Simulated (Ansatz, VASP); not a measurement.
# One calculation of Ga2BAs3, two programs

INCAR

```
SYSTEM = Ga2BAs3
ALGO = Normal ; EDIFF = 1E-7
ENCUT = 520 ; GGA = PE
ISIF = 2 ; ISMEAR = 0
LASPH = .True. ; LCHARG = .False.
LREAL = .False. ; LWAVE = .False.
NBANDS = 31 ; NELM = 60
PREC = Accurate ; SIGMA = 0.1
```

File KPOINTS:

```
k-points
0
Gamma
  6 6 4
  0 0 0
```

Contents of POSCAR:

```
Ga2BAs3
1.0
    5.6081906100      0.0000000000      0.0000000000
   -2.8040953000      4.8568355300      0.0000000000
    0.0000000000      0.0000000000      4.2145853200
Ga B As
2 1 3
Direct
    0.3333333300      0.6666666700      0.0000000000
    0.6666666700      0.3333333300      0.0000000000
    0.0000000000      0.0000000000      0.0000000000
    0.5000000000      0.0000000000      0.5000000000
    0.0000000000      0.5000000000      0.5000000000
    0.5000000000      0.5000000000      0.5000000000
```

Input for Ansatz:

```yaml
crystal:
  lattice:
    - [5.60819061, 0.0, 0.0]
    - [-2.8040953, 4.85683553, 0.0]
    - [0.0, 0.0, 4.21458532]
  atoms:
    - { symbol: Ga, position: [0.33333333, 0.66666667, 0.0] }
    - { symbol: Ga, position: [0.66666667, 0.33333333, 0.0] }
    - { symbol: B, position: [0.0, 0.0, 0.0] }
    - { symbol: As, position: [0.5, 0.0, 0.5] }
    - { symbol: As, position: [0.0, 0.5, 0.5] }
    - { symbol: As, position: [0.5, 0.5, 0.5] }
basis:
  ecutwfc: 420
kpoints:
  mp_grid: { grid: [6, 6, 4] }
hamiltonian:
  xc: pbe
scf:
  occupations: { method: gaussian, width: 0.1 }
  lower_state_search: "off"
output:
  forces: true
  stress: true
  eigenvalues: true
```

Change from the starting cell: species swapped into the CeZn2Ni3 type (P6/mmm, No. 191).

Alike in both runs: task single point; functional PBE; k mesh 6 × 6 × 4; occupations gaussian, width 0.1 eV; no spin polarisation.

|  | VASP | Ansatz |
| --- | --- | --- |
| version | VASP 6.6.1 | Ansatz 0.2.0 |
| potentials or method | VASP PAW PBE potentials, release 64 (Ga_d, B, As), cutoff 520 eV | scalar-relativistic, plane waves, PAW |
| valence electrons in the cell | 44 | 74 |

|  | VASP | Ansatz | Ansatz less VASP |
| --- | --- | --- | --- |
| gap on the k mesh at the Fermi level (eV) | none | none | - |
| pressure (GPa) | 7.0 | 6.8 | -0.19 |
| traceless stress, the component that is largest in VASP (GPa) | 3.68 | 3.61 | -0.068 |

A gap of «none» marks a metal or a gap that the smearing closes. VASP's potentials hold 44 valence electrons a cell and Ansatz's 74, so a difference there can come from the potentials and not from the codes.

The k mesh is coarse, so the values compare programs but aren't converged.
